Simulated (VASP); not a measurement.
# MgSi16 (a cell with a defect) in VASP: relaxation of the atoms with PBE

Aim: the relaxation of the atoms of MgSi16 (a cell with a defect) with PBE.

Program: VASP 6.6.1. These are calculated values, not measurements. Logs are shortened: lines on timing, memory, paths and dates and some standing lists are left out, and cuts for length are marked.

**1. The cell of the first run**

The cell holds a defect, 17 atoms: a = 7.736 Å, b = 7.736 Å, c = 7.736 Å, α = 60.00°, β = 60.00°, γ = 60.00°.

**2. Relaxation of the atoms, PBE (with an interstitial atom)**

INCAR reads:

```
SYSTEM = MgSi16
  PREC = Accurate
  ENCUT = 520
  EDIFF = 1E-6
  ISMEAR = 0
  SIGMA = 0.01
  LREAL = Auto
  LASPH = .TRUE.
  NELM = 60
  ALGO = Normal
  ISIF = 2
  LWAVE = .FALSE.
  LCHARG = .FALSE.
  GGA = PE
  IBRION = 2
  NSW = 65
  EDIFFG = -0.025
  NELECT = 64.0
```

KPOINTS reads:

```
regular mesh
0
G
  2 2 2
  0 0 0
```

POSCAR reads:

```
MgSi16
1.0
    0.0000000000      5.4700937624     -5.4700937624
    5.4700937624      5.4700937624      0.0000000000
    5.4700937624      0.0000000000     -5.4700937624
Si Mg
16 1
Direct
    0.1228713183      0.1307477129      0.1362446779
    0.1272882851      0.6086732252      0.1324995342
    0.6132749211      0.1246795388      0.1325116978
    0.6262663129      0.6230239891      0.1234539005
    0.1363452081      0.1223441059      0.6117893247
    0.1218392908      0.6228507548      0.6278702600
    0.6264686655      0.1185279831      0.6278334606
    0.6263199550      0.6230916826      0.6278738378
    0.2546478399      0.7349062337      0.2576637901
    0.2503875824      0.2468462431      0.2514684484
    0.7493799964      0.7426798065      0.2556119231
    0.7486785235      0.2521771434      0.2513588372
    0.2483295738      0.7448125315      0.7489311256
    0.2555220840      0.2425843366      0.7522229743
    0.7501490009      0.7468785399      0.7518268263
    0.7461689837      0.2532579475      0.7457304671
    0.0009093992     -0.0038184704      0.0003342823
```

Potentials or basis: VASP PAW PBE potentials, release 64 (Si, Mg).

Command:

```console
$ cat potpaw_PBE.64/Si/POTCAR potpaw_PBE.64/Mg/POTCAR > POTCAR
$ mpirun -np 1 vasp_std > vasp.out
```

OUTCAR:

```text
SYSTEM = MgSi16
   PREC = Accurate
   ENCUT = 520
   EDIFF = 1E-6
   ISMEAR = 0
   LREAL = Auto
   LASPH = .TRUE.
   NELM = 60
   ISIF = 2
   GGA = PE
   IBRION = 2
   NSW = 65
   EDIFFG = -0.025
   NELECT = 64.0

 ion  position               nearest neighbor table
   1  0.123  0.131  0.136-  10 2.27  12 2.37  14 2.43  17 2.48   9 2.50
   2  0.127  0.609  0.132-  10 2.29  11 2.39   9 2.39  13 2.42  17 2.45
   3  0.613  0.125  0.133-  10 2.29  12 2.41  11 2.41  16 2.44  17 2.45
   4  0.626  0.623  0.123-  12 2.34  15 2.35   9 2.35  11 2.37
   5  0.136  0.122  0.612-  10 2.28  13 2.39  14 2.40  17 2.45  16 2.46
   6  0.122  0.623  0.628-  13 2.33   9 2.34  15 2.35  14 2.40
   7  0.626  0.119  0.628-  14 2.34  15 2.35  16 2.35  12 2.38
   8  0.626  0.623  0.628-  16 2.34  15 2.35  11 2.35  13 2.39
   9  0.255  0.735  0.258-   6 2.34   4 2.35   2 2.39   1 2.50  17 2.80
  10  0.250  0.247  0.251-   1 2.27   5 2.28   2 2.29   3 2.29
  11  0.749  0.743  0.256-   8 2.35   4 2.37   2 2.39   3 2.41  17 2.76
  12  0.749  0.252  0.251-   4 2.34   1 2.37   7 2.38   3 2.41  17 2.77
  13  0.248  0.745  0.749-   6 2.33   5 2.39   8 2.39   2 2.42  17 2.75
  14  0.256  0.243  0.752-   7 2.34   5 2.40   6 2.40   1 2.43  17 2.74
  15  0.750  0.747  0.752-   8 2.35   4 2.35   7 2.35   6 2.35
  16  0.746  0.253  0.746-   8 2.34   7 2.35   3 2.44   5 2.46  17 2.79
  17  0.001  0.996  0.000-   2 2.45   3 2.45   5 2.45   1 2.48  14 2.74  13 2.75  11 2.76  12 2.77
                            16 2.79   9 2.80

  LATTYP: Found a face centered cubic cell.
 ALAT       =    10.9401875248

  Lattice vectors:

 A1 = (   0.0000000000,   5.4700937624,  -5.4700937624)
 A2 = (   5.4700937624,   5.4700937624,   0.0000000000)
 A3 = (   5.4700937624,   0.0000000000,  -5.4700937624)

Analysis of symmetry for initial positions (statically):
=====================================================================
 Subroutine PRICEL returns:
 Original cell was already a primitive cell.

 Routine SETGRP: Setting up the symmetry group for a
 face centered cubic supercell.

 Subroutine GETGRP returns: Found  1 space group operations
 (whereof  1 operations were pure point group operations)
 out of a pool of 48 trial point group operations.

The static configuration has the point symmetry C_1 .

Analysis of symmetry for dynamics (positions and initial velocities):
=====================================================================
 Subroutine PRICEL returns:
 Original cell was already a primitive cell.

 Routine SETGRP: Setting up the symmetry group for a
 face centered cubic supercell.

 Subroutine GETGRP returns: Found  1 space group operations
 (whereof  1 operations were pure point group operations)
 out of a pool of 48 trial point group operations.

The dynamic configuration has the point symmetry C_1 .

 Subroutine INISYM returns: Found  1 space group operations
 (whereof  1 operations are pure point group operations),
 and found     1 'primitive' translations

----------------------------------------------------------------------------------------

                                     Primitive cell

  volume of cell :     327.3515

  direct lattice vectors                    reciprocal lattice vectors
     0.000000000  5.470093762 -5.470093762    -0.091406111  0.091406111 -0.091406111
     5.470093762  5.470093762  0.000000000     0.091406111  0.091406111  0.091406111
     5.470093762  0.000000000 -5.470093762     0.091406111 -0.091406111 -0.091406111

  length of vectors
     7.735880786  7.735880786  7.735880786     0.158320029  0.158320029  0.158320029

  position of ions in fractional coordinates (direct lattice)
     0.122871318  0.130747713  0.136244678
     0.127288285  0.608673225  0.132499534
     0.613274921  0.124679539  0.132511698
     0.626266313  0.623023989  0.123453901
     0.136345208  0.122344106  0.611789325
     0.121839291  0.622850755  0.627870260
[... 9 lines left out ...]
     0.746168984  0.253257948  0.745730467
     0.000909399  0.996181530  0.000334282

  ion indices of the primitive-cell ions
   primitive index   ion index
                 1           1
                 2           2
                 3           3
                 4           4
                 5           5
                 6           6
[... 9 lines left out ...]
                16          16
                17          17

----------------------------------------------------------------------------------------

 KPOINTS: regular mesh

Automatic generation of k-mesh.
 Grid dimensions read from file:
 generate k-points for:    2    2    2

 Generating k-lattice:

  Cartesian coordinates                     Fractional coordinates (reciprocal lattice)
    -0.045703056  0.045703056 -0.045703056     0.500000000  0.000000000  0.000000000
     0.045703056  0.045703056  0.045703056     0.000000000  0.500000000  0.000000000
     0.045703056 -0.045703056 -0.045703056     0.000000000  0.000000000  0.500000000

  Length of vectors
     0.079160015  0.079160015  0.079160015

  Shift w.r.t. Gamma in fractional coordinates (k-lattice)
     0.000000000  0.000000000  0.000000000

 Subroutine IBZKPT returns following result:
 ===========================================

 Found      8 irreducible k-points:

 Following reciprocal coordinates:
            Coordinates               Weight
  0.000000  0.000000  0.000000      1.000000
  0.500000  0.000000  0.000000      1.000000
  0.000000  0.500000  0.000000      1.000000
  0.000000  0.000000  0.500000      1.000000
  0.500000  0.500000  0.500000      1.000000
  0.500000  0.500000  0.000000      1.000000
  0.000000  0.500000  0.500000      1.000000
  0.500000  0.000000  0.500000      1.000000
   k-points           NKPTS =      8   k-points in BZ     NKDIM =      8   number of bands    NBANDS=     41
   number of dos      NEDOS =    301   number of ions     NIONS =     17
   total plane-waves  NPLWV = 216000
   dimension x,y,z NGX =    60 NGY =   60 NGZ =   60
   dimension x,y,z NGXF=   120 NGYF=  120 NGZF=  120
   ions per type =              16   1
   NGX,Y,Z   is equivalent  to a cutoff of  12.89, 12.89, 12.89 a.u.
   NGXF,Y,Z  is equivalent  to a cutoff of  25.79, 25.79, 25.79 a.u.
 SYSTEM =  MgSi16
   PREC   = accura    normal or accurate (medium, high low for compatibility)
   ISTART =      0    job   : 0-new  1-cont  2-samecut
   ICHARG =      2    charge: 1-file 2-atom 10-const
   ISPIN  =      1    spin polarized calculation?
   LNONCOLLINEAR =      F non collinear calculations
   LSORBIT =      F    spin-orbit coupling
   LASPH  =      T    aspherical Exc in radial PAW
   ENCUT  =  520.0 eV  38.22 Ry    6.18 a.u.  14.38 14.38 14.38*2*pi/ulx,y,z
   NELM   =     60;   NELMIN=  2; NELMDL= -5     # of ELM steps
   EDIFF  = 0.1E-05   stopping-criterion for ELM
   LREAL  =      T    real-space projection
   EDIFFG = -.3E-01   stopping-criterion for IOM
   NSW    =     65    number of steps for IOM
   IBRION =      2    ionic relax: 0-MD 1-quasi-New 2-CG
   NFREE  =      1    steps in history (QN), initial steepest desc. (CG)
   ISIF   =      2    stress and relaxation
   ISYM   =      2    0-nonsym 1-usesym 2-fastsym
   POTIM  = 0.5000    time-step for ionic-motion
   TEBEG  =    0.0;   TEEND  =   0.0 temperature during run
   PSTRESS=    0.0 pullay stress
   NELECT =      64.0000    total number of electrons
   NUPDOWN=      -1.0000    fix difference up-down
   EMIN   =  10.00;   EMAX   =-10.00  energy-range for DOS
   EFERMI =   0.00;   METHOD = LEGACY
   ISMEAR =     0;   SIGMA  =   0.01  broadening in eV -4-tet -1-fermi 0-gaus
   EFERMI_NEDOS =   21; number of points for ismear=-14 and -15
   IALGO  =     38    algorithm
   IMIX   =      4    mixing-type and parameters
     AMIX     =   0.40;   BMIX     =  1.00
     AMIX_MAG =   1.60;   BMIX_MAG =  1.00
  volume/ion in A,a.u.               =      19.26       129.95
  Fermi-wavevector in a.u.,A,eV,Ry     =   0.950160  1.795542 12.283393  0.902804
  Thomas-Fermi vector in A             =   2.078511
   LORBIT       =      0    0 simple, 1 ext, 2 COOP (PROOUT), +10 PAW based schemes
   GGA     = PE    functional components
   LHFCALC =     F    Hartree Fock is set to
   AEXX    =    0.0000 exact exchange contribution
   IVDW    =     0    specifies the selected vdW correction
   LEPSILON=     F    determine dielectric tensor
   LRPA    =     F    only Hartree local field effects (RPA)
 conjugate gradient relaxation of ions
 non-spin polarized calculation
 Gauss-broadening in eV      SIGMA  =   0.01
  energy-cutoff  :      520.00
  volume of cell :      327.35
 maximum number of plane-waves:      8824
 NGX is ok and might be reduce to    60
   NGX = 29   NGY = 29   NGZ = 29

--------------------------------------- Ionic step        1  -------------------------------------------

 number of electron      64.0000000 magnetization

 Free energy of the ion-electron system (eV)
  ---------------------------------------------------
  ext. energy  EPLUGINS =         0.00000000
  ---------------------------------------------------
  free energy    TOTEN  =       -97.69472743 eV

  energy without entropy =      -97.69371335  energy(sigma->0) =      -97.69422039

------------------------ aborting loop because EDIFF is reached ----------------------------------------

  FORCE on cell =-STRESS in cart. coord.  units (eV):
  Direction    XX          YY          ZZ          XY          YZ          ZX
  --------------------------------------------------------------------------------------
  -------------------------------------------------------------------------------------
  Total      -10.5140705    -10.2743184    -11.1053004      0.1835430     -0.3603904     -0.1820393
  in kB      -51.4596895    -50.2862553    -54.3533836      0.8983262     -1.7638818     -0.8909664
  external PRESSURE =     -52.0331095 kB  Pullay stress =       0.0000000 kB
[... 134 lines left out ...]
  FREE ENERGIE OF THE ION-ELECTRON SYSTEM (eV)
  ---------------------------------------------------
  free  energy   TOTEN  =       -97.7890723005 eV

  energy  without entropy=      -97.7890599571  energy(sigma->0) =      -97.78906613

[... ionic steps 4 to 7 ...]

--------------------------------------- Ionic step        8  -------------------------------------------

 number of electron      63.9999999 magnetization

------------------------ aborting loop because EDIFF is reached ----------------------------------------

  FORCE on cell =-STRESS in cart. coord.  units (eV):
  Direction    XX          YY          ZZ          XY          YZ          ZX
  --------------------------------------------------------------------------------------
  -------------------------------------------------------------------------------------
  Total      -10.8003677    -10.7318551    -10.7640542     -0.0029070     -0.0070860     -0.0184454
  in kB      -52.8609322    -52.5256067    -52.6832005     -0.0142280     -0.0346817     -0.0902786
  external PRESSURE =     -52.6899131 kB  Pullay stress =       0.0000000 kB
[... 87 lines left out ...]
  energy  without entropy=      -97.7992358992  energy(sigma->0) =      -97.79923590

--------------------------------------- Ionic step       10  -------------------------------------------

 number of electron      63.9999999 magnetization

 Free energy of the ion-electron system (eV)
  ---------------------------------------------------
  ext. energy  EPLUGINS =         0.00000000
  ---------------------------------------------------
  free energy    TOTEN  =       -97.79949041 eV

  energy without entropy =      -97.79949041  energy(sigma->0) =      -97.79949041

 E-fermi :   5.9726     XC(G=0):  -9.3859

 val. band max:        5.9316978293   @ k =   0.0000   0.0000   0.0000
 cond. band min:       6.0127967583   @ k =   0.0000   0.0000   0.0000
 fundamental gap:      0.0810989290
 Fermi energy:         5.9725749811

 k-point     1 :       0.0000    0.0000    0.0000
  band No.  band energies     occupation
      1      -5.9840      2.00000
      2      -3.7732      2.00000
      3      -3.6197      2.00000
      4      -3.6167      2.00000
      5      -3.6147      2.00000
      6      -2.2201      2.00000
[... 385 lines left out ...]
  FREE ENERGIE OF THE ION-ELECTRON SYSTEM (eV)
  ---------------------------------------------------
  free  energy   TOTEN  =       -97.7994904141 eV

  energy  without entropy=      -97.7994904139  energy(sigma->0) =      -97.79949041

 reached required accuracy - stopping structural energy minimisation
```

It took 12 min on 1 thread of Oxide Virtual Turin-like, shared host; peak memory 0.51 GiB.

Results:

```
Free energy                  : -97.7995 eV
Energy gained by relaxing    : 6.2 meV/atom
Ionic steps                  : 10
Largest force after relaxing : 0.024 eV/Å
```

Forces in eV/Å, atoms in the order of the input:
```
Si  -0.008  0.015 -0.001
Si  -0.005 -0.003 -0.005
Si   0.017 -0.013 -0.007
Si  -0.014 -0.012 -0.008
Si   0.001  0.001  0.012
Si   0.013  0.005 -0.005
Si  -0.002 -0.015  0.009
Si  -0.010  0.006 -0.008
Si  -0.009  0.001  0.009
Si   0.010  0.008 -0.002
Si  -0.010  0.002 -0.004
Si   0.003 -0.006  0.002
Si   0.004 -0.012 -0.021
Si  -0.002  0.019  0.009
Si   0.000 -0.004  0.002
Si   0.005 -0.002  0.008
Mg   0.005  0.010  0.013
```

The path:
| step | energy change (eV) | largest force (eV/Å) | pressure (GPa) |
| --- | --- | --- | --- |
| 1 | 0.0000 | 0.8851 | -5.20 |
| 2 | -0.0940 | 0.2741 | -5.26 |
| 3 | -0.0943 | 0.2947 | -5.26 |
| 4 | -0.1028 | 0.0892 | -5.27 |
| 5 | -0.1028 | 0.0883 | -5.27 |
| 6 | -0.1038 | 0.0340 | -5.27 |
| 7 | -0.1038 | 0.0371 | -5.27 |
| 8 | -0.1042 | 0.0312 | -5.27 |
| 9 | -0.1045 | 0.0357 | -5.27 |
| 10 | -0.1048 | 0.0244 | -5.27 |

Final structure:
```
Si Mg
1.0
     0.00000    5.47009   -5.47009
     5.47009    5.47009    0.00000
     5.47009    0.00000   -5.47009
Si Mg
16 1
Cartesian
  1.4115 1.3843 -1.4308
  4.0459 4.0293 -1.4244
  1.3997 4.0463 -4.0670
  4.0806 6.8388 -4.0917
  4.0417 1.4010 -4.0704
  6.8395 4.0576 -4.1023
  4.0769 4.0701 -6.8704
  6.8517 6.8338 -6.8644
  5.4609 5.4432 -2.7993
  2.7179 2.7198 -2.7498
  5.4650 8.1325 -5.4810
  2.7826 5.4534 -5.4789
  8.1448 5.4472 -5.4765
  5.4598 2.7590 -5.4931
  8.1953 8.1883 -8.2168
  5.4557 5.4622 -8.1669
  5.4549 5.4515 -0.0167
```

Caveat: the k points lie up to 0.50 Å⁻¹ apart; the cell carries a net charge on a neutralising background, which shifts energy and pressure; the cell differs from its parent crystal (with an interstitial atom); the cell is charged against a uniform background, so pressure and absolute levels hang on convention.
